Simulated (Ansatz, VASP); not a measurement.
**P: VASP beside Ansatz**

INCAR

```
PREC     = Accurate       # precision mode
ENCUT    = 520            # plane-wave cutoff, eV
EDIFF    = 1E-7           # SCF threshold, eV
ISMEAR   = 0              # smearing method
SIGMA    = 0.15           # smearing width, eV
LREAL    = False          # projectors in reciprocal space
LASPH    = True           # aspherical terms in the spheres
NELM     = 60             # most SCF steps
ALGO     = Normal         # electronic algorithm
ISIF     = 2              # what is computed and relaxed
LWAVE    = False          # write WAVECAR
LCHARG   = False          # write CHGCAR
GGA      = PS             # functional
NBANDS   = 18             # bands
```

Contents of KPOINTS:

```
Automatic mesh
0
Gamma
  24 24 6
```

The input POSCAR:

```
P
1.0
   -2.4347371633      0.0000000000     -0.0052449062
    0.0000000000     -2.4346254889      0.0000000000
   -0.5067518468      0.0000000000      9.5848461243
P
4
Direct
    0.8750000000      0.0000000000      0.6250000000
    0.9750000000      0.0000000000      0.1250000000
   -0.1750000000      0.0000000000      0.8750000000
   -0.0750000000      0.0000000000      0.3750000000
```

Input for Ansatz:

```yaml
crystal:
  lattice:
    - [-2.4347371633, 0.0, -0.0052449062]
    - [0.0, -2.4346254889, 0.0]
    - [-0.5067518468, 0.0, 9.5848461243]
  atoms:
    - { symbol: P, position: [0.875, 0.0, 0.625] }
    - { symbol: P, position: [0.975, 0.0, 0.125] }
    - { symbol: P, position: [-0.175, 0.0, 0.875] }
    - { symbol: P, position: [-0.075, 0.0, 0.375] }
basis:
  ecutwfc: 420
kpoints:
  mp_grid: { grid: [24, 24, 6] }
hamiltonian:
  xc: pbesol
scf:
  occupations: { method: gaussian, width: 0.15 }
output:
  forces: true
  stress: true
  eigenvalues: true
```

Alike in both runs: task single point; functional PBEsol; k mesh 24 × 24 × 6; occupations gaussian, width 0.15 eV; no spin polarisation.

```csv
,VASP,Ansatz
version,VASP 6.6.1,Ansatz 0.2.0
potentials or method,"VASP PAW PBE potentials, release 64 (P), cutoff 520 eV","scalar-relativistic, plane waves, PAW"
valence electrons in the cell,20,20
```

|  | VASP | Ansatz | Ansatz less VASP |
| --- | --- | --- | --- |
| gap on the k mesh at the Fermi level (eV) | none | none | - |
| pressure (GPa) | -0.1 | -0.2 | -0.10 |
| traceless stress, the component that is largest in VASP (GPa) | 2.87 | 2.88 | +0.002 |
| rms of the force components (eV/Å) | 0.174 | 0.173 | -0.0004 |

VASP's potentials were made for PBE, not for PBEsol. Atom by atom the forces differ by 0.001 eV/Å (rms over components). A gap of «none» marks a metal or a gap that the smearing closes.
